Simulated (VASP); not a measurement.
# PtSe2 in VASP: further runs

The runs below take PtSe2 through single point, with PBE+D3(BJ).

Everything below comes from runs of VASP 6.6.1. Logs are shortened: lines on timing, memory, paths and dates and some standing lists are left out, and cuts for length are marked.

## Step 1: The cell of the first run

The cell holds a slab with vacuum, 3 atoms: a = 3.707 Å, b = 3.707 Å, c = 31.121 Å, α = 90.00°, β = 90.00°, γ = 120.00°.

## Step 2: Single point, PBE+D3(BJ)

INCAR

```
PREC = Accurate
ENCUT = 520
EDIFF = 1E-6
ISMEAR = 0
SIGMA = 0.02
LREAL = False
LASPH = True
NELM = 100
ALGO = Normal
ISIF = 2
LWAVE = False
LCHARG = True
LDIPOL = True
IDIPOL = 3
DIPOL = 0.5 0.5 0.500
GGA = PE
IVDW = 12
LELF = True
LVHAR = True
LVACPOTAV = True
NBANDS = 18
```

KPOINTS

```
Automatic mesh
0
Gamma
  9 9 1
```

POSCAR

```
PtSe2
1.0
    3.7069017607      0.0000000000      0.0000000000
   -1.8534508804      3.2102710941      0.0000000000
    0.0000000000      0.0000000000     31.1214999583
Se Pt
2 1
Direct
    0.6666666667      0.3333333333      0.4574342126
    0.3333333333      0.6666666667      0.5425657874
    0.0000000000      0.0000000000      0.5000000000
```

Potentials or basis: VASP PAW PBE potentials, release 64 (Se, Pt).

Started as:

```
cat potpaw_PBE.64/Se/POTCAR potpaw_PBE.64/Pt/POTCAR > POTCAR
mpirun -np 1 vasp_std > vasp.out
```

OUTCAR:

```text
PREC = Accurate
   ENCUT = 520
   EDIFF = 1E-6
   ISMEAR = 0
   LREAL = False
   LASPH = True
   NELM = 100
   ISIF = 2
   GGA = PE
   IVDW = 12
 IVDW          = 12

 ion  position               nearest neighbor table
   1  0.667  0.333  0.457-   3 2.52   3 2.52   3 2.52
   2  0.333  0.667  0.543-   3 2.52   3 2.52   3 2.52
   3  0.000  0.000  0.500-   1 2.52   2 2.52   1 2.52   2 2.52   1 2.52   2 2.52

  LATTYP: Found a hexagonal cell.
 ALAT       =     3.7069017607
 C/A-ratio  =     8.3955556331

  Lattice vectors:

 A1 = (   3.7069017607,   0.0000000000,   0.0000000000)
 A2 = (  -1.8534508804,   3.2102710941,   0.0000000000)
 A3 = (   0.0000000000,   0.0000000000,  31.1214999583)

Analysis of symmetry for initial positions (statically):
=====================================================================
 Subroutine PRICEL returns:
 Original cell was already a primitive cell.

 Routine SETGRP: Setting up the symmetry group for a
 hexagonal supercell.

 Subroutine GETGRP returns: Found 12 space group operations
 (whereof 12 operations were pure point group operations)
 out of a pool of 24 trial point group operations.

The static configuration has the point symmetry D_3d.

Analysis of symmetry for dynamics (positions and initial velocities):
=====================================================================
 Subroutine PRICEL returns:
 Original cell was already a primitive cell.

 Routine SETGRP: Setting up the symmetry group for a
 hexagonal supercell.

 Subroutine GETGRP returns: Found 12 space group operations
 (whereof 12 operations were pure point group operations)
 out of a pool of 24 trial point group operations.

The dynamic configuration has the point symmetry D_3d.

 Subroutine INISYM returns: Found 12 space group operations
 (whereof 12 operations are pure point group operations),
 and found     1 'primitive' translations

----------------------------------------------------------------------------------------

                                     Primitive cell

  volume of cell :     370.3508

  direct lattice vectors                    reciprocal lattice vectors
     3.706901761  0.000000000  0.000000000     0.269767063  0.155750086  0.000000000
    -1.853450880  3.210271094  0.000000000     0.000000000  0.311500173  0.000000000
     0.000000000  0.000000000 31.121499958     0.000000000  0.000000000  0.032132127

  length of vectors
     3.706901761  3.706901761 31.121499958     0.311500173  0.311500173  0.032132127

  position of ions in fractional coordinates (direct lattice)
     0.666666667  0.333333333  0.457434213
     0.333333333  0.666666667  0.542565787
     0.000000000  0.000000000  0.500000000

  ion indices of the primitive-cell ions
   primitive index   ion index
                 1           1
                 2           2
                 3           3

----------------------------------------------------------------------------------------

 KPOINTS: Automatic mesh

Automatic generation of k-mesh.
 Grid dimensions read from file:
 generate k-points for:    9    9    1

 Generating k-lattice:

  Cartesian coordinates                     Fractional coordinates (reciprocal lattice)
     0.029974118  0.017305565  0.000000000     0.111111111  0.000000000  0.000000000
     0.000000000  0.034611130  0.000000000     0.000000000  0.111111111  0.000000000
     0.000000000  0.000000000  0.032132127     0.000000000  0.000000000  1.000000000

  Length of vectors
     0.034611130  0.034611130  0.032132127

  Shift w.r.t. Gamma in fractional coordinates (k-lattice)
     0.000000000  0.000000000  0.000000000

 Subroutine IBZKPT returns following result:
 ===========================================

 Found     12 irreducible k-points:

 Following reciprocal coordinates:
            Coordinates               Weight
  0.000000  0.000000  0.000000      1.000000
  0.111111  0.000000  0.000000      6.000000
  0.222222 -0.000000  0.000000      6.000000
  0.333333  0.000000  0.000000      6.000000
  0.444444 -0.000000  0.000000      6.000000
  0.111111  0.111111  0.000000      6.000000
  0.222222  0.111111  0.000000     12.000000
  0.333333  0.111111  0.000000     12.000000
  0.444444  0.111111  0.000000      6.000000
  0.222222  0.222222  0.000000      6.000000
  0.333333  0.222222  0.000000     12.000000
  0.333333  0.333333  0.000000      2.000000
   k-points           NKPTS =     12   k-points in BZ     NKDIM =     12   number of bands    NBANDS=     18
   number of dos      NEDOS =    301   number of ions     NIONS =      3
   total plane-waves  NPLWV = 188160
   dimension x,y,z NGX =    28 NGY =   28 NGZ =  240
   dimension x,y,z NGXF=    56 NGYF=   56 NGZF=  480
   ions per type =               2   1
   NGX,Y,Z   is equivalent  to a cutoff of  12.56, 12.56, 12.82 a.u.
   NGXF,Y,Z  is equivalent  to a cutoff of  25.11, 25.11, 25.64 a.u.
 SYSTEM =  unknown system
   PREC   = accura    normal or accurate (medium, high low for compatibility)
   ISTART =      0    job   : 0-new  1-cont  2-samecut
   ICHARG =      2    charge: 1-file 2-atom 10-const
   ISPIN  =      1    spin polarized calculation?
   LNONCOLLINEAR =      F non collinear calculations
   LSORBIT =      F    spin-orbit coupling
   LASPH  =      T    aspherical Exc in radial PAW
   ENCUT  =  520.0 eV  38.22 Ry    6.18 a.u.   6.89  6.89 57.87*2*pi/ulx,y,z
   NELM   =    100;   NELMIN=  2; NELMDL= -5     # of ELM steps
   EDIFF  = 0.1E-05   stopping-criterion for ELM
   LREAL  =      F    real-space projection
   EDIFFG = 0.1E-04   stopping-criterion for IOM
   NSW    =      0    number of steps for IOM
   IBRION =     -1    ionic relax: 0-MD 1-quasi-New 2-CG
   NFREE  =      0    steps in history (QN), initial steepest desc. (CG)
   ISIF   =      2    stress and relaxation
   ISYM   =      2    0-nonsym 1-usesym 2-fastsym
   POTIM  = 0.5000    time-step for ionic-motion
   TEBEG  =    0.0;   TEEND  =   0.0 temperature during run
   PSTRESS=    0.0 pullay stress
   NELECT =      22.0000    total number of electrons
   NUPDOWN=      -1.0000    fix difference up-down
   EMIN   =  10.00;   EMAX   =-10.00  energy-range for DOS
   EFERMI =   0.00;   METHOD = LEGACY
   ISMEAR =     0;   SIGMA  =   0.02  broadening in eV -4-tet -1-fermi 0-gaus
   EFERMI_NEDOS =   21; number of points for ismear=-14 and -15
   IALGO  =     38    algorithm
   IMIX   =      4    mixing-type and parameters
     AMIX     =   0.40;   BMIX     =  1.00
     AMIX_MAG =   1.60;   BMIX_MAG =  1.00
  volume/ion in A,a.u.               =     123.45       833.08
  Fermi-wavevector in a.u.,A,eV,Ry     =   0.638770  1.207101  5.551549  0.408027
  Thomas-Fermi vector in A             =   1.704222
   LORBIT       =      0    0 simple, 1 ext, 2 COOP (PROOUT), +10 PAW based schemes
   GGA     = PE    functional components
   LHFCALC =     F    Hartree Fock is set to
   AEXX    =    0.0000 exact exchange contribution
   IVDW    =    12    specifies the selected vdW correction
   LEPSILON=     F    determine dielectric tensor
   LRPA    =     F    only Hartree local field effects (RPA)
 non-spin polarized calculation
 Gauss-broadening in eV      SIGMA  =   0.02
  energy-cutoff  :      520.00
  volume of cell :      370.35
 maximum number of plane-waves:     10012
 NGX is ok and might be reduce to    28
   NGX = 13   NGY = 13   NGZ =115

 number of electron      21.9999997 magnetization

 dipolmoment           0.000000      0.000000      0.000000 electrons x Angstroem

 Free energy of the ion-electron system (eV)
  ---------------------------------------------------
  ext. energy  EPLUGINS =         0.00000000
  ---------------------------------------------------
  free energy    TOTEN  =       -14.28739149 eV

  energy without entropy =      -14.28739149  energy(sigma->0) =      -14.28739149

 E-fermi :  -3.7060     XC(G=0):  -2.1915

 val. band max:       -3.8303627160   @ k =   0.0000   0.0000   0.0000
 cond. band min:      -2.4788109036   @ k =   0.2222  -0.0000   0.0000
 fundamental gap:      1.3515518124
 Fermi energy:        -3.7060143814

 k-point     1 :       0.0000    0.0000    0.0000
  band No.  band energies     occupation
      1     -17.8749      2.00000
      2     -16.1109      2.00000
      3      -8.9822      2.00000
      4      -8.9234      2.00000
      5      -8.9234      2.00000
      6      -6.7107      2.00000
[... 10 lines left out ...]
     17       1.8223      0.00000
     18       2.2051      0.00000

 k-point     2 :       0.1111    0.0000    0.0000
  band No.  band energies     occupation
      1     -17.7425      2.00000
      2     -16.1169      2.00000
      3      -8.9522      2.00000
      4      -8.8462      2.00000
      5      -8.8456      2.00000
      6      -6.9059      2.00000
[... 10 lines left out ...]
     17       2.2932      0.00000
     18       2.4452      0.00000

 k-point     3 :       0.2222   -0.0000    0.0000
  band No.  band energies     occupation
      1     -17.3764      2.00000
      2     -16.1356      2.00000
      3      -8.9667      2.00000
      4      -8.6648      2.00000
      5      -8.5081      2.00000
      6      -7.6008      2.00000
[... 10 lines left out ...]
     17       2.5893      0.00000
     18       2.8505      0.00000

 k-point     4 :       0.3333    0.0000    0.0000
  band No.  band energies     occupation
      1     -16.8850      2.00000
      2     -16.1658      2.00000
      3      -9.2317      2.00000
      4      -8.5282      2.00000
      5      -8.4372      2.00000
      6      -7.7291      2.00000
[... 123 lines left out ...]
      4      -8.7156      2.00000
      5      -8.2105      2.00000
      6      -7.6009      2.00000
[... 10 lines left out ...]
     17       4.0370      0.00000
     18       4.1110      0.00000

 k-point    11 :       0.3333    0.2222    0.0000
  band No.  band energies     occupation
      1     -16.3262      2.00000
      2     -16.2031      2.00000
      3      -9.4294      2.00000
      4      -8.7027      2.00000
      5      -8.1810      2.00000
      6      -7.4380      2.00000
[... 10 lines left out ...]
     17       4.6764      0.00000
     18       5.1026      0.00000

 k-point    12 :       0.3333    0.3333    0.0000
  band No.  band energies     occupation
      1     -16.2110      2.00000
      2     -16.2110      2.00000
      3      -9.1139      2.00000
      4      -8.7386      2.00000
      5      -8.7386      2.00000
      6      -7.3070      2.00000
[... 10 lines left out ...]
     17       4.9450      0.00000
     18       5.1796      0.00000

------------------------ aborting loop because EDIFF is reached ----------------------------------------

 vacuum level on the upper side and lower side of the slab       (xc-potential included)        -0.137        -0.137

 Edisp (eV)   -0.89582

 E8    (eV) :    -0.4116

  FORCE on cell =-STRESS in cart. coord.  units (eV):
  Direction    XX          YY          ZZ          XY          YZ          ZX
  --------------------------------------------------------------------------------------
  -------------------------------------------------------------------------------------
  Total      -0.02514    -0.02514    -0.02142     0.00000     0.00000     0.00000
  in kB      -0.10874    -0.10874    -0.09266     0.00000     0.00000     0.00000
  external pressure =       -0.10 kB  Pullay stress =        0.00 kB

 VOLUME and BASIS-vectors are now :
 -----------------------------------------------------------------------------
  energy-cutoff  :      520.00
  volume of cell :      370.35
      direct lattice vectors                 reciprocal lattice vectors
     3.706901761  0.000000000  0.000000000     0.269767063  0.155750086  0.000000000
    -1.853450880  3.210271094  0.000000000     0.000000000  0.311500173  0.000000000
     0.000000000  0.000000000 31.121499958     0.000000000  0.000000000  0.032132127

 POSITION                                       TOTAL-FORCE (eV/Angst)
 -----------------------------------------------------------------------------------
      1.85345      1.07009     14.23604         0.000000      0.000000      0.002094
     -0.00000      2.14018     16.88546        -0.000000      0.000000     -0.002094
      0.00000      0.00000     15.56075         0.000000      0.000000      0.000000
 -----------------------------------------------------------------------------------
    total drift:                               -0.000000     -0.000000      0.000000

  FREE ENERGIE OF THE ION-ELECTRON SYSTEM (eV)
  ---------------------------------------------------
  free  energy   TOTEN  =       -15.1832099971 eV

  energy  without entropy=      -15.1832099971  energy(sigma->0) =      -15.18321000

 vacuum level on the upper side and lower side of the slab         1.823         1.823
```

It took 68 s on 1 thread of AMD EPYC 9R45 (Zen 5), shared host; peak memory 0.45 GiB.

Results:

```
Free energy                            : -15.1832 eV
Band gap on the k mesh                 : 1.35 eV, indirect (least direct gap 1.58 eV)
Dispersion energy per atom             : -0.299 eV
Ionisation potential of the upper face : 5.65 eV
```

Forces in eV/Å, atoms in the order of the input:
```
Se   0.000  0.000  0.002
Se   0.000  0.000 -0.002
Pt   0.000  0.000  0.000
```

Caveat: spin-orbit coupling is left out, which moves the levels of the heavy elements.

## Step 3: Single point, PBE+D3(BJ)

This run uses another cell than the first one, of 127.79 Å³/atom, 1.035 times its volume.

INCAR

```
SYSTEM = PtSe2
  PREC = Accurate
  ENCUT = 520
  EDIFF = 1E-6
  ISMEAR = 0
  SIGMA = 0.02
  LREAL = .FALSE.
  LASPH = .TRUE.
  NELM = 100
  ALGO = Normal
  ISIF = 2
  LWAVE = .FALSE.
  LCHARG = .FALSE.
  LDIPOL = .TRUE.
  IDIPOL = 3
  DIPOL = 0.5 0.5 0.500
  GGA = PE
  IVDW = 12
  NBANDS = 18
```

KPOINTS

```
Automatic mesh
0
G
  9 9 1
  0 0 0
```

POSCAR

```
PtSe2
1.0
    3.7714573933      0.0000000000      0.0000000000
   -1.8857286967      3.2661779119      0.0000000000
    0.0000000000      0.0000000000     31.1214999583
Se Pt
2 1
Direct
    0.6666666667      0.3333333333      0.4588588278
    0.3333333333      0.6666666667      0.5411411722
    0.0000000000      0.0000000000      0.5000000000
```

Potentials or basis: VASP PAW PBE potentials, release 64 (Se, Pt).

Started as:

```
cat potpaw_PBE.64/Se/POTCAR potpaw_PBE.64/Pt/POTCAR > POTCAR
mpirun -np 1 vasp_std > vasp.out
```

It took 64 s on 1 thread of AMD EPYC 9R45 (Zen 5), shared host; peak memory 0.45 GiB.

Results (log left out):

```yaml
Free_energy: -15.1616 eV
Largest_force: 0.095 eV/Å
Band_gap_on_the_k_mesh: 1.39 eV, indirect (least direct gap 1.42 eV)
Dispersion_energy_per_atom: -0.290 eV
```

Forces on the atoms (eV/Å):
```
Se   0.000  0.000 -0.095
Se   0.000  0.000  0.095
Pt   0.000  0.000  0.000
```

Levels at points of the mesh, in eV from the valence-band top:
```tsv
k point	band 8	band 9	band 10	band 11	band 12	band 13	band 14	band 15
(0.00, 0.00, 0.00)	-1.11	-0.48	-0.04	-0.04	2.97	2.97	4.54	5.27
```

Caveat: spin-orbit coupling is left out, which moves the levels of the heavy elements.
